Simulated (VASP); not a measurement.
Set up this calculation in VASP 6.6.1, as the native input.

| Item | Value |
| --- | --- |
| Task | single point |
| Functional | PBE-based screened hybrid with 50 % exact exchange |
| Potentials or basis | VASP PAW PBE potentials, release 64 (Cd, S) |
| Cutoff | 520 eV |
| k mesh | 4 × 4 × 4 |
| Occupations | fermi-dirac, width 0.05 eV |
| Spin | no spin polarisation |
| Dipole correction | no |
| Grid for exact exchange (PRECFOCK) | Normal |
| Share of exact exchange | 0.5 |
| Further INCAR settings | ALGO = Normal; EDIFF = 1e-07; NBANDS = 16 |
| Screening parameter | 0.2 1/Å |

CdS:

```
Cd S
1.0
     0.00000    2.91650    2.91650
     2.91650    0.00000    2.91650
     2.91650    2.91650    0.00000
Cd S
1 1
Direct
  0.00000 0.00000 0.00000
  0.75000 0.75000 0.75000
```

The input as run:

POSCAR

```
CdS
1.0
    0.0000000000      2.9165000000      2.9165000000
    2.9165000000      0.0000000000      2.9165000000
    2.9165000000      2.9165000000      0.0000000000
Cd S
1 1
Direct
    0.0000000000      0.0000000000      0.0000000000
    0.7500000000      0.7500000000      0.7500000000
```

INCAR.step1

```
SYSTEM = CdS
PREC = Accurate
ENCUT = 520
EDIFF = 1E-5
ISMEAR = -1
SIGMA = 0.05
LREAL = .False.
LASPH = .True.
NELM = 100
ALGO = Normal
ISIF = 2
LWAVE = .True.
LCHARG = .False.
NBANDS = 16
GGA = PE
```

INCAR.step2

```
SYSTEM = CdS
PREC = Accurate
ENCUT = 520
EDIFF = 1E-7
ISMEAR = -1
SIGMA = 0.05
LREAL = .False.
LASPH = .True.
NELM = 100
ALGO = Normal
ISIF = 2
LWAVE = .False.
LCHARG = .False.
GGA = PE
LHFCALC = .True.
AEXX = 0.5
HFSCREEN = 0.2
PRECFOCK = Normal
NBANDS = 16
ISTART = 1
```

KPOINTS

```
regular mesh
0
Gamma
  4 4 4
  0 0 0
```

Potentials or basis: VASP PAW PBE potentials, release 64 (Cd, S).

Run with:

```sh
$ cat potpaw_PBE.64/Cd/POTCAR potpaw_PBE.64/S/POTCAR > POTCAR
$ cp INCAR.step1 INCAR
$ mpirun -np 1 vasp_std > vasp.out
$ cp INCAR.step2 INCAR
$ mpirun -np 1 vasp_std > vasp.out
```

Results of the run:

| Quantity | Value |
| --- | --- |
| Pressure | 1.2 GPa |
| Band gap on the k mesh | 3.35 eV |

Caveat: the k points lie up to 0.47 Å⁻¹ apart; the PAW data sets were made with another functional, which shifts forces and pressure a little.

Run time: 14 min on 1 thread of AMD EPYC 7R43 64-Core Processor (Zen 3), on a shared host, peak memory 0.25 GiB.
